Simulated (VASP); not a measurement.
# BaTiO3 (Cm) in VASP: a series of runs

The runs below take BaTiO3 through single point, with r2SCAN.

Program: VASP 6.6.1. These are calculated values, not measurements. Logs are shortened: lines on timing, memory, paths and dates and some standing lists are left out, and cuts for length are marked.

## (1) The cell of the first run

Symmetry: Cm, No. 8, monoclinic system. The conventional cell has a = 5.701 Å, b = 5.680 Å, c = 12.571 Å, α = 90.00°, β = 90.28°, γ = 90.00°. Ba (site symmetry m) has 12 O at 2.78 to 3.21 Å and 8 Ti at 3.40 to 3.90 Å and 5 Ba at 4.02 Å within 4.1 Å. Within 3.7 Å of Ba (site symmetry m) lie 12 O at 2.78 to 2.93 Å and 8 Ti at 3.40 to 3.59 Å. Ba (site symmetry m) has 12 O at 2.78 to 2.93 Å and 8 Ti at 3.40 to 3.59 Å within 3.7 Å. Within 2.5 Å of Ti (site symmetry m) lie 5 O at 1.87 to 2.16 Å. Ti (site symmetry m) has 6 O at 1.87 to 2.16 Å within 2.5 Å. Within 2.5 Å of Ti (site symmetry m) lie 6 O at 1.87 to 2.16 Å. O (site symmetry 1) has 2 Ti at 1.87 to 2.16 Å within 2.5 Å. O (site symmetry 1) has 2 Ti at 1.87 to 2.16 Å within 2.5 Å.

## (2) Single point, r2SCAN (the distance across one plane changed)

Input file POSCAR:

```
BaTiO3
1.0
    2.8400536680     -1.6397057497     -2.3314328258
    0.0000000000      3.2794114995     -2.3314328258
    8.8743482076      5.1236073265      7.2819358066
Ba Ti O
3 3 9
Direct
    0.9968214533      0.9968214533      0.8822826021
    0.9971069215      0.9971069215      0.2421321428
    0.9969641874      0.9969641874      0.5622073725
    0.4837136198      0.4837136198      0.0864036199
    0.4835708857      0.4835708857      0.4064788496
    0.4834281515      0.4834281515      0.7265540792
    0.5102115981      0.0198055082      0.0779234838
    0.5100688639      0.0196627740      0.3979987135
    0.5099261298      0.0195200399      0.7180739432
    0.0198055082      0.5102115981      0.0779234838
    0.0196627740      0.5100688639      0.3979987135
    0.0195200399      0.5099261298      0.7180739432
    0.5101416004      0.5101416004      0.2348903257
    0.5099988662      0.5099988662      0.5549655553
    0.5098561321      0.5098561321      0.8750407850
```

Input file INCAR.step1:

```
SYSTEM = BaTiO3
ALGO = Normal
EDIFF = 1E-4
ENCUT = 520
GGA = PE
ISMEAR = 0
LASPH = .True.
LCHARG = .False.
LREAL = Auto
LWAVE = .True.
NBANDS = 73
NELM = 80
PREC = Accurate
SIGMA = 0.05
```

Input file INCAR.step2:

```
SYSTEM = BaTiO3
ALGO = Normal
EDIFF = 1E-6
ENCUT = 520
ISIF = 2
ISMEAR = 0
ISTART = 1
LASPH = .True.
LCHARG = .False.
LMIXTAU = .True.
LREAL = Auto
LWAVE = .False.
METAGGA = R2SCAN
NBANDS = 73
NELM = 80
PREC = Accurate
SIGMA = 0.05
```

Input file KPOINTS:

```
k-points
0
Gamma
  6 6 2
  0 0 0
```

Potentials or basis: VASP PAW PBE potentials, release 64 (Ba_sv, Ti_sv, O).

Started as:

```bash
cat potpaw_PBE.64/Ba_sv/POTCAR potpaw_PBE.64/Ti_sv/POTCAR potpaw_PBE.64/O/POTCAR > POTCAR
cp INCAR.step1 INCAR
mpirun -np 1 vasp_std > vasp.out
cp INCAR.step2 INCAR
mpirun -np 1 vasp_std > vasp.out
```

OUTCAR:

```text
SYSTEM = BaTiO3
   EDIFF = 1E-6
   ENCUT = 520
   ISIF = 2
   ISMEAR = 0
   ISTART = 1
   LASPH = .True.
   LREAL = Auto
   METAGGA = R2SCAN
   NELM = 80
   PREC = Accurate

 ion  position               nearest neighbor table
   1  0.997  0.997  0.882-  15 2.78   9 2.84  12 2.84  15 2.84  15 2.84   9 2.93  12 2.93  15 2.93
                             7 3.15  10 3.15   7 3.21  10 3.21   6 3.40   6 3.45   6 3.45   6 3.51
   2  0.997  0.997  0.242-  13 2.78   8 2.78  11 2.78   7 2.84  10 2.84  13 2.84  13 2.84   8 2.84
                            11 2.84   7 2.93  10 2.93  13 2.93   4 3.40   4 3.45   4 3.45   5 3.45
   3  0.997  0.997  0.562-  14 2.78   9 2.78  12 2.78  14 2.84  14 2.84   8 2.84  11 2.84   9 2.84
                            12 2.84  14 2.93   8 2.93  11 2.93   5 3.40   6 3.45   5 3.45   5 3.45
   4  0.484  0.484  0.086-  10 1.87   7 1.87  13 1.87  10 2.16   7 2.16   2 3.40   2 3.45   2 3.45
                             2 3.51   1 3.77   1 3.83   1 3.83
   5  0.484  0.484  0.406-  14 1.87  11 1.87   8 1.87  11 2.16   8 2.16  13 2.16   3 3.40   3 3.45
                             3 3.45   2 3.45   3 3.51   2 3.51   2 3.51   2 3.59
   6  0.483  0.483  0.727-  12 1.87   9 1.87  15 1.87  12 2.16   9 2.16  14 2.16   1 3.40   3 3.45
                             1 3.45   1 3.45   3 3.51   3 3.51   1 3.51   3 3.59
   7  0.510  0.020  0.078-   4 1.87   4 2.16   2 2.84   2 2.93   1 3.15   1 3.21
   8  0.510  0.020  0.398-   5 1.87   5 2.16   2 2.78   3 2.84   2 2.84   3 2.93
   9  0.510  0.020  0.718-   6 1.87   6 2.16   3 2.78   1 2.84   3 2.84   1 2.93
  10  0.020  0.510  0.078-   4 1.87   4 2.16   2 2.84   2 2.93   1 3.15   1 3.21
  11  0.020  0.510  0.398-   5 1.87   5 2.16   2 2.78   3 2.84   2 2.84   3 2.93
  12  0.020  0.510  0.718-   6 1.87   6 2.16   3 2.78   1 2.84   3 2.84   1 2.93
  13  0.510  0.510  0.235-   4 1.87   5 2.16   2 2.78   2 2.84   2 2.84   2 2.93
  14  0.510  0.510  0.555-   5 1.87   6 2.16   3 2.78   3 2.84   3 2.84   3 2.93
  15  0.510  0.510  0.875-   6 1.87   1 2.78   1 2.84   1 2.84   1 2.93

  LATTYP: Found a base centered monoclinic cell.
 ALAT       =     5.7006013602
 B/A-ratio  =     0.9964049364
 C/A-ratio  =     2.2052195923
 COS(beta)  =    -0.0048819646

  Lattice vectors:

 A1 = (   2.8400536680,  -1.6397057497,  -2.3314328258)
 A2 = (   0.0000000000,   3.2794114995,  -2.3314328258)
 A3 = (   8.8743482076,   5.1236073265,   7.2819358066)

Analysis of symmetry for initial positions (statically):
=====================================================================
 Subroutine PRICEL returns:
 Original cell was already a primitive cell.

 Routine SETGRP: Setting up the symmetry group for a
 base centered monoclinic supercell.

 Subroutine GETGRP returns: Found  2 space group operations
 (whereof  2 operations were pure point group operations)
 out of a pool of  4 trial point group operations.

The static configuration has the point symmetry C_1h.

[... 163 lines left out ...]
   METAGGA = R2SCAN    functional components
   LHFCALC =     F    Hartree Fock is set to
   AEXX    =    0.0000 exact exchange contribution
   IVDW    =     0    specifies the selected vdW correction
   LEPSILON=     F    determine dielectric tensor
   LRPA    =     F    only Hartree local field effects (RPA)
 non-spin polarized calculation
 Gauss-broadening in eV      SIGMA  =   0.05
  energy-cutoff  :      520.00
  volume of cell :      203.52
 maximum number of plane-waves:      5547
 NGX is ok and might be reduce to    30
   NGX = 15   NGY = 15   NGZ = 47

 number of electron     120.0000021 magnetization

 Free energy of the ion-electron system (eV)
  ---------------------------------------------------
  ext. energy  EPLUGINS =         0.00000000
  ---------------------------------------------------
  free energy    TOTEN  =      -222.35497782 eV

  energy without entropy =     -222.35497782  energy(sigma->0) =     -222.35497782

 E-fermi :   3.7747     XC(G=0): -11.5519

 val. band max:        3.3738961003   @ k =   0.5000   0.5000  -0.0000
 cond. band min:       5.8894696789   @ k =   0.0000   0.0000   0.0000
 fundamental gap:      2.5155735786
 Fermi energy:         3.7746565385

 k-point     1 :       0.0000    0.0000    0.0000
  band No.  band energies     occupation
      1     -55.5563      2.00000
      2     -55.5249      2.00000
      3     -55.4265      2.00000
      4     -30.8430      2.00000
      5     -30.7575      2.00000
      6     -30.7251      2.00000
[... 1789 lines left out ...]
     71       9.0979      0.00000
     72       9.8480      0.00000

 [... further k-points ...]

 [bands above 72 left out]

------------------------ aborting loop because EDIFF is reached ----------------------------------------

  FORCE on cell =-STRESS in cart. coord.  units (eV):
  Direction    XX          YY          ZZ          XY          YZ          ZX
  --------------------------------------------------------------------------------------
  -------------------------------------------------------------------------------------
  Total       -2.2000733     -1.1837430     -1.5665529     -0.8801678     -0.6113377     -1.0589085
  in kB      -17.3194133     -9.3186597    -12.3322149     -6.9288558     -4.8125715     -8.3359376
  external PRESSURE =     -12.9900960 kB  Pullay stress =       0.0000000 kB

 VOLUME and BASIS-vectors are now :
 -----------------------------------------------------------------------------
  energy-cutoff  :      520.00
  volume of cell :      203.52
      direct lattice vectors                 reciprocal lattice vectors
     2.840053668 -1.639705750 -2.331432826     0.176027882 -0.101658761 -0.142994003
     0.000000000  3.279411500 -2.331432826    -0.000025129  0.203273999 -0.142994003
     8.874348208  5.123607327  7.281935807     0.056350208  0.032533808  0.045762306

 POSITION                                       TOTAL-FORCE (eV/Angst)
 -----------------------------------------------------------------------------------
     10.66071      6.15496      1.77668         0.723755      0.417860      0.595781
      4.98060      2.87555     -2.88618        -0.254984     -0.147215     -0.244728
      7.82066      4.51526     -0.55475        -0.017796     -0.010275     -0.043053
      2.14055      1.23585     -1.62631         0.328654      0.189748      0.285118
      4.98060      2.87555      0.70513         0.091240      0.052678     -0.079437
      7.82066      4.51526      3.03656         0.403481      0.232950     -0.012933
      2.14055     -0.37240     -0.66827        -0.441458     -0.271444     -0.457241
      4.98060      1.26731      1.66317        -0.000421     -0.079362      0.069784
      7.82066      2.90701      3.99460         0.053695     -0.139330      0.156185
      0.74777      2.03997     -0.66827        -0.455806     -0.246592     -0.457241
      3.58782      3.67967      1.66317        -0.068940      0.039316      0.069784
      6.42788      5.31938      3.99460        -0.093816      0.116166      0.156185
      3.53333      2.03997     -0.66827        -0.303349     -0.175139     -0.125764
      6.37338      3.67967      1.66317        -0.030436     -0.017572     -0.010662
      9.21344      5.31938      3.99460         0.066182      0.038210      0.098223
 -----------------------------------------------------------------------------------
    total drift:                               -0.009211     -0.005318     -0.000553

  FREE ENERGIE OF THE ION-ELECTRON SYSTEM (eV)
  ---------------------------------------------------
  free  energy   TOTEN  =      -222.3549778180 eV

  energy  without entropy=     -222.3549778180  energy(sigma->0) =     -222.35497782
```

OUTCAR.step1:

```text
SYSTEM = BaTiO3
   EDIFF = 1E-4
   ENCUT = 520
   GGA = PE
   ISMEAR = 0
[... 2084 lines left out ...]
      6.42788      5.31938      3.99460        -0.130922      0.136149      0.135167
      3.53333      2.03997     -0.66827        -0.256947     -0.148348     -0.134757
      6.37338      3.67967      1.66317         0.013470      0.007777     -0.023888
      9.21344      5.31938      3.99460         0.158768      0.091664      0.125538
 -----------------------------------------------------------------------------------
    total drift:                                0.000164      0.000095     -0.011830

  FREE ENERGIE OF THE ION-ELECTRON SYSTEM (eV)
  ---------------------------------------------------
  free  energy   TOTEN  =      -119.7719123284 eV

  energy  without entropy=     -119.7719123284  energy(sigma->0) =     -119.77191233
```

OSZICAR.step1:

```text
N       E                     dE             d eps       ncg     rms          rms(c)
DAV:   1     0.157443594643E+04    0.15744E+04   -0.59775E+04  3796   0.177E+03
DAV:   2     0.122643481117E+03   -0.14518E+04   -0.13816E+04  4165   0.511E+02
DAV:   3    -0.133718832011E+03   -0.25636E+03   -0.25061E+03  4896   0.204E+02
DAV:   4    -0.150778376651E+03   -0.17060E+02   -0.17023E+02  5568   0.539E+01
DAV:   5    -0.151702306878E+03   -0.92393E+00   -0.92353E+00  5936   0.100E+01    0.408E+01
DAV:   6    -0.119679664662E+03    0.32023E+02   -0.19824E+02  5857   0.791E+01    0.177E+01
DAV:   7    -0.120385188591E+03   -0.70552E+00   -0.44688E+01  5423   0.311E+01    0.116E+01
DAV:   8    -0.119779245218E+03    0.60594E+00   -0.52035E+00  5176   0.142E+01    0.452E+00
DAV:   9    -0.119781748463E+03   -0.25032E-02   -0.12259E+00  5615   0.518E+00    0.189E+00
DAV:  10    -0.119776076355E+03    0.56721E-02   -0.11732E-01  5368   0.207E+00    0.126E+00
DAV:  11    -0.119775749108E+03    0.32725E-03   -0.10699E-01  5015   0.175E+00    0.490E-01
DAV:  12    -0.119771968874E+03    0.37802E-02   -0.16483E-02  5376   0.634E-01    0.118E-01
DAV:  13    -0.119771892360E+03    0.76515E-04   -0.26369E-03  4543   0.264E-01    0.598E-02
DAV:  14    -0.119771912328E+03   -0.19969E-04   -0.24783E-04  3288   0.861E-02
   1 F= -.11977191E+03 E0= -.11977191E+03  d E =-.168280E-11
```

It took 15 min on 1 thread of Intel Xeon 6975P-C (Granite Rapids), shared host; peak memory 0.45 GiB.

Results:

```
Free energy            : -222.3550 eV
Pressure               : -1.3 GPa
Largest force          : 1.026 eV/Å
Band gap on the k mesh : 2.52 eV (least direct gap 3.27 eV)
```

Forces on the atoms (eV/Å):
```
Ba   0.724  0.418  0.596
Ba  -0.255 -0.147 -0.245
Ba  -0.018 -0.010 -0.043
Ti   0.329  0.190  0.285
Ti   0.091  0.053 -0.079
Ti   0.403  0.233 -0.013
O   -0.441 -0.271 -0.457
O    0.000 -0.079  0.070
O    0.054 -0.139  0.156
O   -0.456 -0.247 -0.457
O   -0.069  0.039  0.070
O   -0.094  0.116  0.156
O   -0.303 -0.175 -0.126
O   -0.030 -0.018 -0.011
O    0.066  0.038  0.098
```

Caveat: the cell differs from its parent crystal (the distance across one plane changed); the PAW data sets were made with another functional, which shifts forces and pressure a little; spin-orbit coupling is left out, which moves the levels of the heavy elements. A k mesh can miss the band edges.

## (3) Single point, r2SCAN (the distance across one plane changed)

Input file POSCAR:

```
BaTiO3
1.0
    2.8400536680     -1.6397057497     -2.3314328258
    0.0000000000      3.2794114995     -2.3314328258
    8.3076486819      4.7964232028      6.8217160800
Ba Ti O
3 3 9
Direct
    0.9974670086      0.9974670086      0.9422461056
    0.9972840867      0.9972840867      0.2585884251
    0.9973755476      0.9973755476      0.6004172654
    0.4837768403      0.4837768403      0.0922759603
    0.4838683013      0.4838683013      0.4341048005
    0.4839597622      0.4839597622      0.7759336407
    0.5102686137      0.0198625238      0.0832194798
    0.5103600747      0.0199539848      0.4250483200
    0.5104515356      0.0200454457      0.7668771602
    0.0198625238      0.5102686137      0.0832194798
    0.0199539848      0.5103600747      0.4250483200
    0.0200454457      0.5104515356      0.7668771602
    0.5103134667      0.5103134667      0.2508544247
    0.5104049277      0.5104049277      0.5926832650
    0.5104963886      0.5104963886      0.9345121052
```

Input file INCAR.step1:

```
SYSTEM = BaTiO3
  PREC = Accurate
  ENCUT = 520
  ISMEAR = 0
  SIGMA = 0.05
  LREAL = Auto
  LASPH = .TRUE.
  NELM = 80
  NBANDS = 73
  GGA = PE
  ALGO = Normal
  EDIFF = 1E-4
  LWAVE = .TRUE.
  LCHARG = .FALSE.
```

Input file INCAR.step2:

```
SYSTEM = BaTiO3
  PREC = Accurate
  ENCUT = 520
  EDIFF = 1E-6
  ISMEAR = 0
  SIGMA = 0.05
  LREAL = Auto
  LASPH = .TRUE.
  NELM = 80
  ALGO = Normal
  ISIF = 2
  LWAVE = .FALSE.
  LCHARG = .FALSE.
  METAGGA = R2SCAN
  LMIXTAU = .TRUE.
  NBANDS = 73
  ISTART = 1
```

Input file KPOINTS:

```
Automatic mesh
0
G
  6 6 2
  0 0 0
```

Potentials or basis: VASP PAW PBE potentials, release 64 (Ba_sv, Ti_sv, O).

Started as:

```bash
cat potpaw_PBE.64/Ba_sv/POTCAR potpaw_PBE.64/Ti_sv/POTCAR potpaw_PBE.64/O/POTCAR > POTCAR
cp INCAR.step1 INCAR
mpirun -np 1 vasp_std > vasp.out
cp INCAR.step2 INCAR
mpirun -np 1 vasp_std > vasp.out
```

Run time: 58 min. Hardware: 1 thread of Intel Xeon 8259CL, shared host; peak memory 0.44 GiB.

Results (log left out):

| Property | Result |
| --- | --- |
| Free energy | -222.1898 eV |
| Pressure | 7.4 GPa |
| Largest force | 2.289 eV/Å |
| Band gap on the k mesh | 2.71 eV (least direct gap 3.06 eV) |

Forces on the atoms (eV/Å):
```
Ba  -1.137 -0.657 -1.027
Ba   0.228  0.132  0.165
Ba  -0.056 -0.033 -0.078
Ti   1.279  0.739  0.826
Ti  -0.254 -0.147 -0.368
Ti  -0.667 -0.385 -0.517
O    0.574  0.211  0.798
O    0.049 -0.043  0.099
O    0.020  0.029  0.033
O    0.470  0.391  0.798
O   -0.013  0.064  0.099
O    0.035  0.003  0.033
O    0.669  0.386  0.447
O    0.279  0.161  0.218
O   -1.476 -0.852 -1.527
```

Stress tensor (GPa, compression positive):
```
8.34 1.64 2.46
1.64 6.45 1.42
2.46 1.42 7.51
```

Levels at points of the mesh, in eV from the valence-band top:
| k point | band 57 | band 58 | band 59 | band 60 | band 61 | band 62 | band 63 | band 64 |
| --- | --- | --- | --- | --- | --- | --- | --- | --- |
| (0.00, 0.00, 0.00) | -0.83 | -0.57 | -0.46 | -0.44 | 2.71 | 2.72 | 2.85 | 2.91 |
| (0.50, 0.00, 0.00) | -0.93 | -0.83 | -0.38 | -0.18 | 2.89 | 3.79 | 3.99 | 4.10 |
| (0.50, 0.50, 0.00) | -0.21 | -0.21 | -0.16 | -0.05 | 4.09 | 4.10 | 4.45 | 4.47 |
| (0.00, 0.00, 0.50) | -0.66 | -0.55 | -0.54 | -0.48 | 2.72 | 2.82 | 2.97 | 2.99 |
| (0.50, 0.00, 0.50) | -0.90 | -0.84 | -0.74 | -0.10 | 3.03 | 3.40 | 3.98 | 4.08 |
| (0.50, 0.50, 0.50) | -0.18 | -0.05 | -0.02 | 0.00 | 4.08 | 4.16 | 4.35 | 4.46 |

Caveat: the cell differs from its parent crystal (the distance across one plane changed); the cell stands under pressure; the PAW data sets were made with another functional, which shifts forces and pressure a little; spin-orbit coupling is left out, which moves the levels of the heavy elements. A k mesh can miss the band edges.
